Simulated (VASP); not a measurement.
Runs of VASP 6.6.1 on Pb. The structure is that of space group Fm-3m (No. 225), or close to it. The cells are those of the table. 

```tsv
task	cell	gap on the mesh (eV)	pressure (GPa)
single point	a = 3.262 Å, angles 60.0°, 1 atom	none	(a)
relaxation of cell and atoms	relaxed to 60 GPa from a = 3.500 Å, angles 60.0°, 1 atom	none	60.0
relaxation of cell and atoms	relaxed to 20 GPa from a = 3.500 Å, angles 60.0°, 1 atom	none	20.0
single point	a = 3.042 Å, angles 60.0°, 1 atom	none	59.9
relaxation of cell and atoms	relaxed to 40 GPa from a = 3.500 Å, angles 60.0°, 1 atom	none	40.0
single point	a = 3.129 Å, angles 60.0°, 1 atom	none	39.9
relaxation of cell and atoms	relaxed from a = 3.500 Å, angles 60.0°, 1 atom	none	0.0
single point	a = 3.564 Å, angles 60.0°, 1 atom	none	-0.1
```

Alike in all rows: level PBE; potentials or basis VASP PAW PBE potentials, release 64 (Pb_d); no spin polarisation; k mesh 15 × 15 × 15; cutoff (eV) 500; smearing fermi-dirac 0.05 eV.

Q: Estimate the missing entries.

A: (a) 19.9.

Caveats: spin-orbit coupling is left out, which moves the levels of the heavy elements; the cell stands under pressure (at least some runs); the cell is relaxed towards a set pressure, so the run minimises the enthalpy, not the energy (at least some runs).

A k mesh can miss the band edges, and the runs leave out spin-orbit coupling on Pb.

A gap of «none» marks levels without a gap at the run's occupations.
